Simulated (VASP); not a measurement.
# Ni3Bi (Pm-3m) in VASP: further runs, part 2 of 2

VASP 6.6.1.

### Step 4. Single point, PBE, collinear spin, ferromagnetic start

INCAR

```
PREC     = Accurate       # precision mode
ENCUT    = 590            # plane-wave cutoff, eV
EDIFF    = 1E-6           # SCF threshold, eV
ISMEAR   = -1             # smearing method
SIGMA    = 0.1            # smearing width, eV
LREAL    = F              # projectors in reciprocal space
LASPH    = T              # aspherical terms in the spheres
NELM     = 200            # most SCF steps
ALGO     = Normal         # electronic algorithm
ISIF     = 2              # what is computed and relaxed
LWAVE    = F              # write WAVECAR
LCHARG   = F              # write CHGCAR
ISPIN    = 2              # spin polarisation
MAGMOM   = 0.08 0.08 0.08 0.01 # initial moments
LORBIT   = 11             # projections on sites
LMAXMIX  = 4              # l up to which the mixer works
GGA      = PE             # functional
ISYM     = 0            
NBANDS   = 46             # bands
GGA_COMPAT= F
```

KPOINTS

```
Automatic mesh
0
Gamma
  2 2 2
  0.25 0.25 0.25
```

POSCAR

```
Ni3Bi
1.0
    3.8220070000      0.0000000000      0.0000000000
    0.0000000000      3.8220070000      0.0000000000
    0.0000000000      0.0000000000      3.8220070000
Ni Bi
3 1
Direct
    0.0000000000      0.5000000000      0.5000000000
    0.5000000000      0.0000000000      0.5000000000
    0.5000000000      0.5000000000      0.0000000000
    0.0000000000      0.0000000000      0.0000000000
```

Potentials or basis: VASP PAW PBE potentials, release 64 (Ni_sv_GW, Bi_d).

Run with:

```console
cat potpaw_PBE.64/Ni_sv_GW/POTCAR potpaw_PBE.64/Bi_d/POTCAR > POTCAR
mpirun -np 1 vasp_std > vasp.out
```

OUTCAR:

```text
PREC = Accurate
   ENCUT = 590
   EDIFF = 1E-6
   ISMEAR = -1
   LREAL = F
   LASPH = T
   NELM = 200
   ISIF = 2
   ISPIN = 2
   LORBIT = 11
   GGA = PE
   ISYM = 0

 ion  position               nearest neighbor table
   1  0.000  0.500  0.500-   4 2.70   4 2.70   4 2.70   4 2.70
   2  0.500  0.000  0.500-   4 2.70   4 2.70   4 2.70   4 2.70
   3  0.500  0.500  0.000-   4 2.70   4 2.70   4 2.70   4 2.70
   4  0.000  0.000  0.000-   1 2.70   2 2.70   3 2.70   1 2.70   2 2.70   1 2.70   3 2.70   1 2.70
                             2 2.70   3 2.70   2 2.70   3 2.70

IMPORTANT INFORMATION: All symmetrisations will be switched off!
NOSYMM: (Re-)initialisation of all symmetry stuff for point group C_1.

----------------------------------------------------------------------------------------

                                     Primitive cell

  volume of cell :      55.8309

[... 2510 lines left out ...]
  Direction    XX          YY          ZZ          XY          YZ          ZX
  --------------------------------------------------------------------------------------
  -------------------------------------------------------------------------------------
  Total       -0.3221879     -0.3219781     -0.3220483     -0.0000065      0.0000710     -0.0001237
  in kB       -9.2458201     -9.2397973     -9.2418120     -0.0001859      0.0020372     -0.0035510
  external PRESSURE =      -9.2424765 kB  Pullay stress =       0.0000000 kB

 VOLUME and BASIS-vectors are now :
 -----------------------------------------------------------------------------
  energy-cutoff  :      590.00
  volume of cell :       55.83
      direct lattice vectors                 reciprocal lattice vectors
     3.822007000  0.000000000  0.000000000     0.261642640  0.000000000  0.000000000
     0.000000000  3.822007000  0.000000000     0.000000000  0.261642640  0.000000000
     0.000000000  0.000000000  3.822007000     0.000000000  0.000000000  0.261642640

 POSITION                                       TOTAL-FORCE (eV/Angst)
 -----------------------------------------------------------------------------------
      0.00000      1.91100      1.91100         0.000322     -0.000168     -0.000166
      1.91100      0.00000      1.91100        -0.000182      0.000136     -0.000147
      1.91100      1.91100      0.00000        -0.000149      0.000034      0.000206
      0.00000      0.00000      0.00000         0.000009     -0.000002      0.000106
 -----------------------------------------------------------------------------------
    total drift:                               -0.000102      0.000102     -0.000370

  FREE ENERGIE OF THE ION-ELECTRON SYSTEM (eV)
  ---------------------------------------------------
  free  energy   TOTEN  =       -22.5766738626 eV

  energy  without entropy=      -22.4683502128  energy(sigma->0) =      -22.52251204

 total charge

# of ion       s       p       d       f       tot
--------------------------------------------------
    1        2.193   6.228   7.933   0.002  16.356
    2        2.193   6.228   7.933   0.002  16.356
    3        2.193   6.228   7.933   0.002  16.356
    4        1.409   1.540  10.035   0.000  12.984
--------------------------------------------------
tot          7.989  20.223  33.833   0.007  62.052

 magnetization (x)

# of ion       s       p       d       f       tot
--------------------------------------------------
    1       -0.000  -0.000   0.000  -0.000   0.000
    2       -0.000  -0.000   0.000  -0.000   0.000
    3       -0.000  -0.000   0.000  -0.000   0.000
    4        0.000   0.000   0.000   0.000   0.000
--------------------------------------------------
tot          0.000  -0.000   0.000  -0.000   0.000
```

stdout:

```text
POSCAR found type information on POSCAR NiBi
 POSCAR found :  2 types and       4 ions
 scaLAPACK will be used
 LDA part: xc-table for (Slater+PW92), standard interpolation
 POSCAR, INCAR and KPOINTS ok, starting setup
 FFT: planning ... GRIDC
 FFT: planning ... GRID_SOFT
 FFT: planning ... GRID
 WAVECAR not read
 entering main loop
```

Wall time 2.4 min (1 thread of Intel Xeon 6975P-C (Granite Rapids), shared host); peak memory 0.3 GiB.

What came out:

```yaml
Free_energy: -22.5767 eV
Pressure: -0.9 GPa
Net_moment: 0.00 μB per cell
Valence_electrons_inside_the_program's_atomic_spheres: Ni 16.36; Bi 12.98
```

Caveat: the k points lie up to 0.82 Å⁻¹ apart; spin-orbit coupling is left out, which moves the levels of the heavy elements.

### Step 5. Summary

```tsv
level	potentials or basis	k mesh	cutoff (eV)	smearing	second run	gap on the mesh (eV)	pressure (GPa)	moment (μB)
PBE	VASP PAW PBE potentials, release 64 (Ni, Bi_d)	2 × 2 × 2, shifted	520	fermi-dirac 0.1 eV	-	none	1.7	0.00
LDA	VASP PAW LDA potentials, release 64 (Ni, Bi_d)	4 × 4 × 4	520	gaussian 0.1 eV	-	none	-10.7	0.00
PBE	VASP PAW PBE potentials, release 64 (Ni_sv_GW, Bi_d)	2 × 2 × 2, shifted	590	fermi-dirac 0.1 eV	valence_matched	none	-0.9	0.00
```

Alike in all rows: task single point; spin collinear, ferromagnetic start; cell as given.

Caveats: all runs use coarse meshes; spin-orbit coupling is left out, which moves the levels of the heavy elements.

Absolute energies hang on the potentials; compare differences alone.
